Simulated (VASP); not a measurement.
Here is a VASP 6.6.1 calculation.

INCAR

```
PREC = Accurate ; ENCUT = 500
EDIFF = 1E-6 ; ISMEAR = 0
SIGMA = 0.15 ; LREAL = F
LASPH = T ; NELM = 120
ALGO = Normal ; ISIF = 2
LWAVE = F ; LCHARG = F
GGA = PE ; NBANDS = 16
GGA_COMPAT = F
```

Contents of KPOINTS:

```
Automatic mesh
0
Gamma
  12 12 12
```

The input POSCAR:

```
GaSb
1.0
    0.0000000000      2.7651593594      3.2778012631
    3.2778012631      0.0000000000      3.2778012631
    3.2778012631      2.7651593594      0.0000000000
Ga Sb
1 1
Direct
    0.0000000000      0.0000000000      0.0000000000
    0.7500000000      0.7500000000      0.7500000000
```

Potentials or basis: VASP PAW PBE potentials, release 64 (Ga_d, Sb).

Command:

```console
$ cat potpaw_PBE.64/Ga_d/POTCAR potpaw_PBE.64/Sb/POTCAR > POTCAR
$ mpirun -np 1 vasp_std > vasp.out
```

Problem. Estimate the pressure.

Solution. 0.2 GPa.

Problem. What does it give for the band gap on the k mesh?

Solution. Zero (band 9 reaches 4.66 eV, above the bottom of band 10 at 4.57 eV).

Stress tensor (GPa, compression positive):
```
-1.37  0.00  0.00
 0.00  3.35  0.00
 0.00  0.00 -1.37
```

Caveat: the cell differs from its parent crystal (strain +e along x and -e along y +0.0000, strain +e along z and -e/2 along x and y -0.1100); spin-orbit coupling is left out, which moves the levels of the heavy elements.
